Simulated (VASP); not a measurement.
# B (Cmce) in VASP: notebook

B is run at these levels: PBEsol; tasks: relaxation of cell and atoms.

Everything below comes from runs of VASP 6.6.1. Logs are shortened: lines on timing, memory, paths and dates and some standing lists are left out, and cuts for length are marked.

## (1) The cell of the first run

Symmetry: Cmce, No. 64, orthorhombic system. The conventional cell has a = 2.930 Å, b = 5.307 Å, c = 3.249 Å, α = 90.00°, β = 90.00°, γ = 90.00°. B (site symmetry m) has 7 B at 1.76 to 1.90 Å within 2.3 Å.

## (2) Relaxation of cell and atoms, PBEsol

The input, INCAR:

```
  ALGO = Normal
  EDIFF = 1E-6
  EDIFFG = -0.01
  ENCUT = 600
  GGA = PS
  IBRION = 2
  ISIF = 3
  ISMEAR = 0
  LASPH = True
  LCHARG = False
  LREAL = False
  LWAVE = False
  NELM = 80
  NSW = 100
  PREC = Accurate
  SIGMA = 0.1
```

The input, KPOINTS:

```
k-points
0
Gamma
  18 18 14
```

The input, POSCAR:

```
B
1.0
    1.4650628462     -2.6534055145      0.0000000000
    1.4650628462      2.6534055145      0.0000000000
    0.0000000000      0.0000000000      3.2490522082
B
4
Direct
    0.6565609259      0.3434390741      0.5898975413
    0.1565609259      0.8434390741      0.9101024587
    0.3434390741      0.6565609259      0.4101024587
    0.8434390741      0.1565609259      0.0898975413
```

Potentials or basis: VASP PAW PBE potentials, release 64 (B).

Command:

```bash
cat potpaw_PBE.64/B/POTCAR > POTCAR
mpirun -np 1 vasp_std > vasp.out
```

OUTCAR:

```text
EDIFF = 1E-6
   EDIFFG = -0.01
   ENCUT = 600
   GGA = PS
   IBRION = 2
   ISIF = 3
   ISMEAR = 0
   LASPH = True
   LREAL = False
   NELM = 80
   NSW = 100
   PREC = Accurate

 ion  position               nearest neighbor table
   1  0.657  0.343  0.590-   3 1.76   2 1.80   2 1.80   3 1.86   3 1.86   4 1.90   4 1.90
   2  0.157  0.843  0.910-   4 1.76   1 1.80   1 1.80   4 1.86   4 1.86   3 1.90   3 1.90
   3  0.343  0.657  0.410-   1 1.76   4 1.80   4 1.80   1 1.86   1 1.86   2 1.90   2 1.90
   4  0.843  0.157  0.090-   2 1.76   3 1.80   3 1.80   2 1.86   2 1.86   1 1.90   1 1.90

  LATTYP: Found a base centered orthorhombic cell.
 ALAT       =     2.9301256924
 B/A-ratio  =     1.8111206092
 C/A-ratio  =     1.1088439710

  Lattice vectors:

 A1 = (   1.4650628462,  -2.6534055145,   0.0000000000)
 A2 = (   1.4650628462,   2.6534055145,   0.0000000000)
 A3 = (   0.0000000000,   0.0000000000,   3.2490522082)

Analysis of symmetry for initial positions (statically):
=====================================================================
 Subroutine PRICEL returns:
 Original cell was already a primitive cell.

 Routine SETGRP: Setting up the symmetry group for a
 base centered orthorhombic supercell.

 Subroutine GETGRP returns: Found  8 space group operations
 (whereof  4 operations were pure point group operations)
 out of a pool of  8 trial point group operations.

The static configuration has the point symmetry C_2h.
 The point group associated with its full space group is D_2h.

Analysis of symmetry for dynamics (positions and initial velocities):
=====================================================================
 Subroutine PRICEL returns:
 Original cell was already a primitive cell.

 Routine SETGRP: Setting up the symmetry group for a
 base centered orthorhombic supercell.

 Subroutine GETGRP returns: Found  8 space group operations
 (whereof  4 operations were pure point group operations)
 out of a pool of  8 trial point group operations.

The dynamic configuration has the point symmetry C_2h.
 The point group associated with its full space group is D_2h.

 Subroutine INISYM returns: Found  8 space group operations
 (whereof  4 operations are pure point group operations),
 and found     1 'primitive' translations

----------------------------------------------------------------------------------------

                                     Primitive cell

  volume of cell :      25.2608

  direct lattice vectors                    reciprocal lattice vectors
     1.465062846 -2.653405515  0.000000000     0.341282288 -0.188437085  0.000000000
     1.465062846  2.653405515  0.000000000     0.341282288  0.188437085  0.000000000
     0.000000000  0.000000000  3.249052208     0.000000000  0.000000000  0.307782066

  length of vectors
     3.031001479  3.031001479  3.249052208     0.389848862  0.389848862  0.307782066

  position of ions in fractional coordinates (direct lattice)
     0.656560926  0.343439074  0.589897541
     0.156560926  0.843439074  0.910102459
     0.343439074  0.656560926  0.410102459
     0.843439074  0.156560926  0.089897541

  ion indices of the primitive-cell ions
   primitive index   ion index
                 1           1
                 2           2
                 3           3
                 4           4

----------------------------------------------------------------------------------------

 KPOINTS: k-points

Automatic generation of k-mesh.
 Grid dimensions read from file:
 generate k-points for:   18   18   14

 Generating k-lattice:

  Cartesian coordinates                     Fractional coordinates (reciprocal lattice)
     0.018960127 -0.010468727  0.000000000     0.055555556  0.000000000  0.000000000
     0.018960127  0.010468727  0.000000000     0.000000000  0.055555556  0.000000000
     0.000000000  0.000000000  0.021984433     0.000000000  0.000000000  0.071428571

  Length of vectors
     0.021658270  0.021658270  0.021984433

  Shift w.r.t. Gamma in fractional coordinates (k-lattice)
     0.000000000  0.000000000  0.000000000

 Subroutine IBZKPT returns following result:
 ===========================================

 Found    728 irreducible k-points:

 Following reciprocal coordinates:
            Coordinates               Weight
  0.000000  0.000000  0.000000      1.000000
  0.055556  0.000000  0.000000      4.000000
  0.111111  0.000000  0.000000      4.000000
  0.166667 -0.000000  0.000000      4.000000
  0.222222  0.000000  0.000000      4.000000
  0.277778 -0.000000  0.000000      4.000000
[... 16 lines left out ...]
 -0.277778  0.055556  0.000000      4.000000
 -0.222222  0.055556  0.000000      4.000000
 [... further k-points ...]
   k-points           NKPTS =    728   k-points in BZ     NKDIM =    728   number of bands    NBANDS=     10
   number of dos      NEDOS =    301   number of ions     NIONS =      4
   total plane-waves  NPLWV =  16128
   dimension x,y,z NGX =    24 NGY =   24 NGZ =   28
   dimension x,y,z NGXF=    48 NGYF=   48 NGZF=   56
   ions per type =               4
   NGX,Y,Z   is equivalent  to a cutoff of  13.16, 13.16, 14.33 a.u.
   NGXF,Y,Z  is equivalent  to a cutoff of  26.33, 26.33, 28.65 a.u.
 SYSTEM =  unknown system
   PREC   = accura    normal or accurate (medium, high low for compatibility)
   ISTART =      0    job   : 0-new  1-cont  2-samecut
   ICHARG =      2    charge: 1-file 2-atom 10-const
   ISPIN  =      1    spin polarized calculation?
   LNONCOLLINEAR =      F non collinear calculations
   LSORBIT =      F    spin-orbit coupling
   LASPH  =      T    aspherical Exc in radial PAW
   ENCUT  =  600.0 eV  44.10 Ry    6.64 a.u.   6.05  6.05  6.49*2*pi/ulx,y,z
   NELM   =     80;   NELMIN=  2; NELMDL= -5     # of ELM steps
   EDIFF  = 0.1E-05   stopping-criterion for ELM
   LREAL  =      F    real-space projection
   EDIFFG = -.1E-01   stopping-criterion for IOM
   NSW    =    100    number of steps for IOM
   IBRION =      2    ionic relax: 0-MD 1-quasi-New 2-CG
   NFREE  =      1    steps in history (QN), initial steepest desc. (CG)
   ISIF   =      3    stress and relaxation
   ISYM   =      2    0-nonsym 1-usesym 2-fastsym
   POTIM  = 0.5000    time-step for ionic-motion
   TEBEG  =    0.0;   TEEND  =   0.0 temperature during run
   PSTRESS=    0.0 pullay stress
   NELECT =      12.0000    total number of electrons
   NUPDOWN=      -1.0000    fix difference up-down
   EMIN   =  10.00;   EMAX   =-10.00  energy-range for DOS
   EFERMI =   0.00;   METHOD = LEGACY
   ISMEAR =     0;   SIGMA  =   0.10  broadening in eV -4-tet -1-fermi 0-gaus
   EFERMI_NEDOS =   21; number of points for ismear=-14 and -15
   IALGO  =     38    algorithm
   IMIX   =      4    mixing-type and parameters
     AMIX     =   0.40;   BMIX     =  1.00
     AMIX_MAG =   1.60;   BMIX_MAG =  1.00
  volume/ion in A,a.u.               =       6.32        42.62
  Fermi-wavevector in a.u.,A,eV,Ry     =   1.277379  2.413896 22.200582  1.631697
  Thomas-Fermi vector in A             =   2.409982
   LORBIT       =      0    0 simple, 1 ext, 2 COOP (PROOUT), +10 PAW based schemes
   GGA     = PS    functional components
   LHFCALC =     F    Hartree Fock is set to
   AEXX    =    0.0000 exact exchange contribution
   IVDW    =     0    specifies the selected vdW correction
   LEPSILON=     F    determine dielectric tensor
   LRPA    =     F    only Hartree local field effects (RPA)
 conjugate gradient relaxation of ions
 non-spin polarized calculation
 Gauss-broadening in eV      SIGMA  =   0.10
  energy-cutoff  :      600.00
  volume of cell :       25.26
 maximum number of plane-waves:       864
   NGX = 13   NGY = 13   NGZ = 13

--------------------------------------- Ionic step        1  -------------------------------------------

 number of electron      12.0000000 magnetization

 Free energy of the ion-electron system (eV)
  ---------------------------------------------------
  ext. energy  EPLUGINS =         0.00000000
  ---------------------------------------------------
  free energy    TOTEN  =       -27.18889036 eV

  energy without entropy =      -27.18780696  energy(sigma->0) =      -27.18834866

------------------------ aborting loop because EDIFF is reached ----------------------------------------

  FORCE on cell =-STRESS in cart. coord.  units (eV):
  Direction    XX          YY          ZZ          XY          YZ          ZX
  --------------------------------------------------------------------------------------
  -------------------------------------------------------------------------------------
  Total       -0.0527828     -0.0330954     -0.0147476      0.0000000      0.0000000      0.0000000
  in kB       -3.3477761     -2.0990918     -0.9353728      0.0000000      0.0000000      0.0000000
  external PRESSURE =      -2.1274135 kB  Pullay stress =       0.0000000 kB

 VOLUME and BASIS-vectors are now :
 -----------------------------------------------------------------------------
  energy-cutoff  :      600.00
  volume of cell :       25.26
      direct lattice vectors                 reciprocal lattice vectors
     1.465062846 -2.653405515  0.000000000     0.341282288 -0.188437085  0.000000000
     1.465062846  2.653405515  0.000000000     0.341282288  0.188437085  0.000000000
     0.000000000  0.000000000  3.249052208     0.000000000  0.000000000  0.307782066
[... 77 lines left out ...]
 POSITION                                       TOTAL-FORCE (eV/Angst)
 -----------------------------------------------------------------------------------
      1.46452     -0.82829      1.91623         0.000000     -0.000028      0.000870
      1.46452      1.82450      2.95684         0.000000     -0.000028     -0.000870
      1.46452      0.82829      1.33249         0.000000      0.000028     -0.000870
      1.46452     -1.82450      0.29187         0.000000      0.000028      0.000870
 -----------------------------------------------------------------------------------
    total drift:                               -0.000000      0.000000     -0.000000

  FREE ENERGIE OF THE ION-ELECTRON SYSTEM (eV)
  ---------------------------------------------------
  free  energy   TOTEN  =       -27.1893028331 eV

  energy  without entropy=      -27.1882577674  energy(sigma->0) =      -27.18878030

--------------------------------------- Ionic step        4  -------------------------------------------

 number of electron      12.0000000 magnetization

 Free energy of the ion-electron system (eV)
  ---------------------------------------------------
  ext. energy  EPLUGINS =         0.00000000
  ---------------------------------------------------
  free energy    TOTEN  =       -27.18932237 eV

  energy without entropy =      -27.18827374  energy(sigma->0) =      -27.18879806

 E-fermi :   8.9035     XC(G=0): -12.5379

 val. band max:        8.9007667359   @ k =  -0.0556   0.0556   0.2857
 cond. band min:       8.9173488456   @ k =  -0.1667   0.1667   0.1429
 fundamental gap:      0.0165821096
 Fermi energy:         8.9035365241

 k-point     1 :       0.0000    0.0000    0.0000
  band No.  band energies     occupation
      1      -9.0052      2.00000
      2       0.9318      2.00000
      3       3.0020      2.00000
      4       4.2830      2.00000
      5       5.3527      2.00000
      6       9.4305      0.00000
      7       9.8018      0.00000
      8      11.4250      0.00000
      9      11.4735      0.00000
     10      15.9076      0.00000

 k-point     2 :       0.0556    0.0000    0.0000
  band No.  band energies     occupation
      1      -8.9508      2.00000
      2       0.9781      2.00000
      3       3.0318      2.00000
      4       3.9940      2.00000
      5       5.2718      2.00000
      6       8.4147      2.00000
      7      10.8225      0.00000
      8      11.5956      0.00000
      9      11.7436      0.00000
     10      15.8160      0.00000
[... 274 lines left out ...]
 k-point    24 :      -0.2222    0.0556    0.0000
  band No.  band energies     occupation
      1      -8.3163      2.00000
      2       1.5005      2.00000
      3       1.7377      2.00000
      4       3.4037      2.00000
      5       3.6376      2.00000
      6       6.9786      2.00000
      7      12.5949      0.00000
      8      13.0178      0.00000
      9      13.5421      0.00000
     10      14.2231      0.00000

 [... further k-points ...]
[... 5 lines left out ...]
  --------------------------------------------------------------------------------------
  -------------------------------------------------------------------------------------
  Total       -0.0051173     -0.0091118      0.0073934      0.0000000      0.0000000      0.0000000
  in kB       -0.3247199     -0.5781922      0.4691499      0.0000000      0.0000000      0.0000000
  external PRESSURE =      -0.1445874 kB  Pullay stress =       0.0000000 kB

 VOLUME and BASIS-vectors are now :
 -----------------------------------------------------------------------------
  energy-cutoff  :      600.00
  volume of cell :       25.25
      direct lattice vectors                 reciprocal lattice vectors
     1.463979131 -2.654342436  0.000000000     0.341534923 -0.188370571  0.000000000
     1.463979131  2.654342436 -0.000000000     0.341534923  0.188370571 -0.000000000
     0.000000000  0.000000000  3.248794509     0.000000000  0.000000000  0.307806479

 POSITION                                       TOTAL-FORCE (eV/Angst)
 -----------------------------------------------------------------------------------
      1.46398     -0.82864      1.91630         0.000000     -0.000541     -0.000519
      1.46398      1.82570      2.95689         0.000000     -0.000541      0.000519
      1.46398      0.82864      1.33249         0.000000      0.000541      0.000519
      1.46398     -1.82570      0.29191         0.000000      0.000541     -0.000519
 -----------------------------------------------------------------------------------
    total drift:                                0.000000      0.000000     -0.000000

  FREE ENERGIE OF THE ION-ELECTRON SYSTEM (eV)
  ---------------------------------------------------
  free  energy   TOTEN  =       -27.1893223735 eV

  energy  without entropy=      -27.1882737436  energy(sigma->0) =      -27.18879806

 reached required accuracy - stopping structural energy minimisation
```

Run time: 4.3 min. Hardware: 1 thread of Intel Xeon Platinum 8259CL at 2.50GHz (Skylake/Cascade Lake), shared host; peak memory 0.29 GiB.

What came out:

```yaml
Free_energy: -27.1893 eV
Relaxed_volume: 6.31 Å³/atom
Relaxed_cell: a = 3.031 Å, b = 3.031 Å, c = 3.249 Å, α = 90.00°, β = 90.00°, γ = 122.24°
Space_group_after_relaxing_to_0.1_Å: Cmce (No. 64)
Energy_gained_by_relaxing: 0.1 meV/atom
Ionic_steps: 4
Pressure_after_relaxing: 0.0 GPa
Band_gap_on_the_k_mesh: zero (bands 6 and 7 overlap by 1.23 eV)
```

Step by step:
| step | energy change (eV) | largest force (eV/Å) | pressure (GPa) | volume (Å³) |
| --- | --- | --- | --- | --- |
| 1 | 0.0000 | 0.0837 | -0.21 | 25.26 |
| 2 | -0.0002 | 0.0607 | 0.25 | 25.23 |
| 3 | -0.0004 | 0.0009 | 0.05 | 25.24 |
| 4 | -0.0004 | 0.0007 | -0.01 | 25.25 |

Final structure:
```cif
data_structure
_symmetry_space_group_name_H-M 'P 1'
_symmetry_Int_Tables_number 1
_cell_length_a 3.0313
_cell_length_b 3.0313
_cell_length_c 3.2488
_cell_angle_alpha 90.000
_cell_angle_beta 90.000
_cell_angle_gamma 122.243
_cell_volume 25.25
loop_
_atom_site_label
_atom_site_type_symbol
_atom_site_fract_x
_atom_site_fract_y
_atom_site_fract_z
_atom_site_occupancy
B1 B 0.65609 0.34391 0.58985 1
B2 B 0.15609 0.84391 0.91015 1
B3 B 0.34391 0.65609 0.41015 1
B4 B 0.84391 0.15609 0.08985 1
```

Levels at points of the mesh, in eV from the Fermi level:
```csv
k point,band 2,band 3,band 4,band 5,band 6,band 7,band 8,band 9,band 10
"(0.00, 0.00, 0.00)",-7.97,-5.90,-4.62,-3.55,0.53,0.90,2.52,2.57,7.00
"(0.50, 0.00, 0.00)",-13.56,-5.68,-5.68,-4.61,-4.61,1.54,1.54,6.01,6.01
"(0.50, 0.50, 0.00)",-12.29,-7.08,-5.39,-3.53,-1.76,-0.51,0.63,4.64,4.79
"(0.00, 0.00, 0.50)",-15.13,-1.91,-1.91,-1.51,-1.51,0.90,0.90,6.43,6.43
"(0.50, 0.00, 0.50)",-11.19,-10.51,-10.51,-4.35,-4.35,1.99,1.99,10.39,10.39
"(0.50, 0.50, 0.50)",-12.17,-9.37,-9.37,-3.89,-3.89,0.83,0.83,9.24,9.24
```

Caveat: the PAW data sets were made with another functional, which shifts forces and pressure a little.

## (3) Relaxation of cell and atoms, PBEsol

This run uses another cell than the first one, of 6.58 Å³/atom.

The input, INCAR:

```
PREC = Accurate ; ENCUT = 600
EDIFF = 1E-6 ; ISMEAR = 0
SIGMA = 0.1 ; LREAL = F
LASPH = T ; NELM = 60
ALGO = Normal ; ISIF = 3
LWAVE = F ; LCHARG = F
GGA = PS ; IBRION = 2
NSW = 100 ; EDIFFG = -0.01
```

The input, KPOINTS:

```
regular mesh
0
Gamma
  26 26 10
```

The input, POSCAR:

```
B
1.0
    0.9300205788     -2.9211913861      0.0000000000
    0.9300205788      2.9211913861      0.0000000000
    0.0000000000      0.0000000000      4.8417489817
B
4
Direct
    0.6301317782      0.3698682218      0.5838330252
    0.8698682218      0.1301317782      0.0838330252
    0.1301317782      0.8698682218      0.9161669748
    0.3698682218      0.6301317782      0.4161669748
```

Potentials or basis: VASP PAW PBE potentials, release 64 (B).

Command:

```bash
cat potpaw_PBE.64/B/POTCAR > POTCAR
mpirun -np 1 vasp_std > vasp.out
```

Wall time 2.7 min (1 thread of Intel Xeon 6975P-C (Granite Rapids), shared host); peak memory 0.4 GiB.

The run converged. Its results:

* Free energy: -26.8638 eV
* Relaxed volume: 6.58 Å³/atom
* Relaxed cell: a = 3.072 Å, b = 3.072 Å, c = 4.853 Å, α = 90.00°, β = 90.00°, γ = 144.92°
* Space group after relaxing (to 0.1 Å): Cmce (No. 64)
* Energy gained by relaxing: 0.4 meV/atom
* Ionic steps: 3
* Pressure after relaxing: 0.1 GPa
* Largest force after relaxing: 0.009 eV/Å
* Band gap on the k mesh: zero (bands 6 and 7 overlap by 2.22 eV)

Forces in eV/Å, atoms in the order of the input:
```
B    0.000  0.007  0.005
B    0.000 -0.007  0.005
B    0.000  0.007 -0.005
B    0.000 -0.007 -0.005
```

Stress tensor (GPa, compression positive):
```
0.20 0.00 0.00
0.00 0.04 0.00
0.00 0.00 0.21
```

Step by step:
```csv
step,energy change (eV),largest force (eV/Å),pressure (GPa),volume (Å³)
1,0.0000,0.0553,0.13,26.31
2,-0.0018,0.0081,0.15,26.33
3,-0.0018,0.0091,0.15,26.32
```

Final structure:
```
CELL_PARAMETERS angstrom
0.92592 -2.92917 0.00000
0.92592 2.92917 0.00000
0.00000 0.00000 4.85311
ATOMIC_POSITIONS crystal
B 0.62975 0.37025 0.58366
B 0.87025 0.12975 0.08366
B 0.12975 0.87025 0.91634
B 0.37025 0.62975 0.41634
```

Levels at points of the mesh, in eV from the Fermi level:
| k point | band 2 | band 3 | band 4 | band 5 | band 6 | band 7 | band 8 | band 9 | band 10 |
| --- | --- | --- | --- | --- | --- | --- | --- | --- | --- |
| (0.00, 0.00, 0.00) | -12.23 | -11.69 | -5.51 | -2.23 | -2.03 | 2.12 | 4.74 | 5.13 | 6.84 |
| (0.50, 0.00, 0.00) | -8.23 | -5.34 | -5.34 | -0.99 | -0.99 | 1.53 | 1.53 | 4.08 | 4.08 |
| (0.50, 0.50, 0.00) | -13.09 | -9.65 | -8.48 | -8.10 | -7.46 | 8.24 | 8.93 | 9.30 | 9.80 |
| (0.00, 0.00, 0.50) | -15.63 | -6.35 | -6.35 | -4.25 | -4.25 | 3.24 | 3.24 | 9.30 | 9.30 |
| (0.50, 0.00, 0.50) | -8.00 | -5.91 | -5.91 | -1.09 | -1.09 | 3.48 | 3.48 | 4.27 | 4.27 |
| (0.50, 0.50, 0.50) | -13.04 | -11.30 | -11.30 | -4.87 | -4.87 | 3.33 | 3.33 | 13.83 | 13.83 |

Caveat: the PAW data sets were made with another functional, which shifts forces and pressure a little.
